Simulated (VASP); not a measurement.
Wanted: the native input for a VASP 6.6.1 run.

| Quantity | Value |
| --- | --- |
| Task | single point |
| Functional | PBE |
| Potentials or basis | VASP PAW PBE potentials, release 64 (Lu) |
| Cutoff | 520 eV |
| k mesh | 13 × 13 × 12 |
| Occupations | fermi-dirac, width 0.08 eV |
| Spin | no spin polarisation |
| Dipole correction | no |
| Further INCAR settings | ALGO = Normal; EDIFF = 1e-06; NBANDS = 18 |

The structure of Lu lies in POSCAR:

```
Lu
1.0
    3.0338818475      0.0000000000      0.0000000000
   -1.5169409237      2.6274187520      0.0000000000
    0.0000000000      0.0000000000      2.9175998628
Lu
1
Direct
    0.0000000000      0.0000000000      0.0000000000
```

This isn't the form of Lu at room conditions, which is hcp.

The input as run:

INCAR

```
ALGO = Normal
EDIFF = 1E-6
ENCUT = 520
GGA = PE
ISIF = 2
ISMEAR = -1
LASPH = True
LCHARG = False
LREAL = False
LWAVE = False
NBANDS = 18
NELM = 60
PREC = Accurate
SIGMA = 0.08
```

KPOINTS

```
k-points
0
Gamma
  13 13 12
```

Potentials or basis: VASP PAW PBE potentials, release 64 (Lu).

The run is started by

```sh
$ cat potpaw_PBE.64/Lu/POTCAR > POTCAR
$ mpirun -np 1 vasp_std > vasp.out
```

It gave:

```
Pressure               : 16.6 GPa
Band gap on the k mesh : zero (an odd number of electrons rules out a gap without spin polarisation)
```

Caveat: the cell stands under pressure; spin-orbit coupling is left out, which moves the levels of the heavy elements.

It took 74 s on 1 thread of Intel Xeon 8259CL, with other jobs on the host, peak memory 0.19 GiB.
